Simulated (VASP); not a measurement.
Set up this calculation in VASP 6.6.1, as the native input.

```yaml
Task: single point
Functional: BHLYP
Potentials_or_basis: VASP PAW PBE potentials, release 64 (Sb, Ga_d)
Cutoff: 520 eV
k_mesh: 4 × 4 × 4
Occupations: fermi-dirac, width 0.05 eV
Spin: no spin polarisation
Dipole_correction: no
Grid_for_exact_exchange_PRECFOCK: Normal
Further_INCAR_settings: ALGO = Normal; EDIFF = 1e-06; NBANDS = 16
```

GaSb:

```xyz
2
Lattice="0.0000 3.0385 3.0385 3.0385 0.0000 3.0385 3.0385 3.0385 0.0000" Properties=species:S:1:pos:R:3 pbc="T T T"
Sb    4.5577    4.5577    4.5577
Ga    0.0000    0.0000    0.0000
```

The input as run:

POSCAR

```
GaSb
1.0
    0.0000000000      3.0384691801      3.0384691801
    3.0384691801      0.0000000000      3.0384691801
    3.0384691801      3.0384691801      0.0000000000
Sb Ga
1 1
Direct
    0.7500000000      0.7500000000      0.7500000000
    0.0000000000      0.0000000000      0.0000000000
```

INCAR.step1

```
ALGO     = Normal         # electronic algorithm
EDIFF    = 1E-5           # SCF threshold, eV
ENCUT    = 520            # plane-wave cutoff, eV
GGA      = PE             # functional
ISIF     = 2              # what is computed and relaxed
ISMEAR   = -1             # smearing method
LASPH    = T              # aspherical terms in the spheres
LCHARG   = F              # write CHGCAR
LREAL    = F              # projectors in reciprocal space
LWAVE    = T              # write WAVECAR
NBANDS   = 16             # bands
NELM     = 60             # most SCF steps
PREC     = Accurate       # precision mode
SIGMA    = 0.05           # smearing width, eV
```

INCAR.step2

```
AEXX     = 0.5            # exact-exchange fraction
AGGAC    = 1.0          
AGGAX    = 0.5          
ALDAC    = 0.0          
ALDAX    = 0.5          
ALGO     = Normal         # electronic algorithm
EDIFF    = 1E-6           # SCF threshold, eV
ENCUT    = 520            # plane-wave cutoff, eV
GGA      = B5             # functional
ISIF     = 2              # what is computed and relaxed
ISMEAR   = -1             # smearing method
ISTART   = 1            
LASPH    = T              # aspherical terms in the spheres
LCHARG   = F              # write CHGCAR
LHFCALC  = T              # exact exchange
LREAL    = F              # projectors in reciprocal space
LWAVE    = F              # write WAVECAR
NBANDS   = 16             # bands
NELM     = 60             # most SCF steps
PREC     = Accurate       # precision mode
PRECFOCK = Normal       
SIGMA    = 0.05           # smearing width, eV
```

KPOINTS

```
k-points
0
Gamma
  4 4 4
```

Potentials or basis: VASP PAW PBE potentials, release 64 (Sb, Ga_d).

Run with:

```sh
$ cat potpaw_PBE.64/Sb/POTCAR potpaw_PBE.64/Ga_d/POTCAR > POTCAR
$ cp INCAR.step1 INCAR
$ mpirun -np 1 vasp_std > vasp.out
$ cp INCAR.step2 INCAR
$ mpirun -np 1 vasp_std > vasp.out
```

Results of the run:

```yaml
Pressure: 0.6 GPa
Band_gap_on_the_k_mesh: 3.52 eV, indirect (least direct gap 3.53 eV)
```

Caveat: the k points lie up to 0.45 Å⁻¹ apart; the PAW data sets were made with another functional, which shifts forces and pressure a little; spin-orbit coupling is left out, which moves the levels of the heavy elements.

It took 17 min on 1 thread of AMD EPYC 7R43 64-Core Processor (Zen 3), with other jobs on the host, peak memory 0.15 GiB.
